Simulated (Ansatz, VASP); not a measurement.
**Al in VASP and in Ansatz**

```
CELL_PARAMETERS angstrom
-1.57590 1.65692 1.65798
1.47948 -1.59764 1.50228
1.61445 1.63620 -1.59870
ATOMIC_POSITIONS crystal
Al 0.00000 0.00000 0.00000
```

Change from the starting cell: cell sheared at random, sigma 0.03, atoms nudged by 0.01 Å.

Alike in both runs: task relaxation of cell and atoms; functional PBEsol; dispersion D3(BJ); k mesh 11 × 12 × 12; occupations fermi-dirac, width 0.05 eV; no spin polarisation.

|  | VASP | Ansatz |
| --- | --- | --- |
| version | VASP 6.6.1 | Ansatz 0.2.0 |
| potentials or method | VASP PAW PBE potentials, release 64 (Al) | Ansatz PAW |
| plane-wave cutoff (eV) | 600 | 420 |
| valence electrons in the cell | 3 | 3 |

VASP gave:

* gap on the k mesh at the Fermi level, each at its own relaxed structure (eV): none
* relaxed volume (Å³/atom): 15.58
* relaxed cell length with the largest relative difference (Å): 2.766

Question: Which values does Ansatz return?

Answer: gap on the k mesh at the Fermi level, each at its own relaxed structure (eV): none; relaxed volume (Å³/atom): 15.56; relaxed cell length with the largest relative difference (Å): 2.764.

VASP's potentials were made for PBE, not for PBEsol. A gap of «none» marks a metal or a gap that the smearing closes.

Noted on Ansatz's run: the plane-wave basis is chosen anew once the cell has moved, so the energies of steps on either side of that aren't comparable.
